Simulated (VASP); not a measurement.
BeS, 2 atoms in the cell. It takes space group I-4m2 (No. 119, tetragonal). Conventional cell: a = 3.429 Å, b = 3.429 Å, c = 4.923 Å, α = 90.00°, β = 90.00°, γ = 90.00°. Within 2.8 Å of Be (site symmetry -4m2) lie 4 S at 2.11 Å. S (site symmetry -4m2) has 4 Be at 2.11 Å within 2.8 Å.  This cell differs from its parent crystal: strain +0.000 along x and y, +0.015 along z.

```yaml
Program: VASP 6.6.1
Task: single point
Functional: PBE
Potentials_or_basis: VASP PAW PBE potentials, release 64 (Be, S)
Cutoff: 520 eV
k_mesh: 8 × 8 × 8
Occupations: gaussian, width 0.05 eV
Spin: no spin polarisation
Dipole_correction: no
Further_INCAR_settings: ALGO = Normal; EDIFF = 1e-07; NBANDS = 11
```

Potentials or basis: VASP PAW PBE potentials, release 64 (Be, S).

Launch:

```sh
$ cat potpaw_PBE.64/Be/POTCAR potpaw_PBE.64/S/POTCAR > POTCAR
$ mpirun -np 1 vasp_std > vasp.out
```

Hardware: 1 thread of Intel(R) Xeon(R) 6975P-C (Granite Rapids) (shared host).

Task: Estimate the wall time of this run.

Result: Run time: 12 s on 1 thread of Intel(R) Xeon(R) 6975P-C (Granite Rapids), with other jobs on the host, peak memory 0.15 GiB. Counts: scf iterations 14, k points 59.
